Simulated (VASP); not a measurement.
Here is a VASP 6.6.1 calculation.

INCAR

```
PREC = Accurate
ENCUT = 520
EDIFF = 1E-6
ISMEAR = -1
SIGMA = 0.03
LREAL = F
LASPH = T
NELM = 60
ALGO = Normal
ISIF = 2
LWAVE = F
LCHARG = F
GGA = PS
NBANDS = 32
```

KPOINTS

```
regular mesh
0
Gamma
  6 6 6
```

File POSCAR:

```
Bi2Se3
1.0
    2.0714992968      1.1959806766      9.7362366000
   -2.0714992968      1.1959806766      9.7362366000
    0.0000000000     -2.3919613533      9.7362366000
Bi Se
2 3
Direct
    0.4008000000      0.4008000000      0.4008000000
    0.5992000000      0.5992000000      0.5992000000
    0.0000000000      0.0000000000      0.0000000000
    0.2117000000      0.2117000000      0.2117000000
    0.7883000000      0.7883000000      0.7883000000
```

Potentials or basis: VASP PAW PBE potentials, release 64 (Bi_d, Se).

The run is started by

```console
$ cat potpaw_PBE.64/Bi_d/POTCAR potpaw_PBE.64/Se/POTCAR > POTCAR
$ mpirun -np 1 vasp_std > vasp.out
```

Problem. Estimate the pressure.

Solution. -1.5 GPa.

Problem. Estimate the largest force.

Solution. 0.144 eV/Å.

Stress tensor (GPa, compression positive):
```
-1.23  0.00  0.00
 0.00 -1.23  0.00
 0.00  0.00 -1.97
```

Caveat: the cell differs from its parent crystal (zz strain of +2 %); the PAW data sets were made with another functional, which shifts forces and pressure a little.
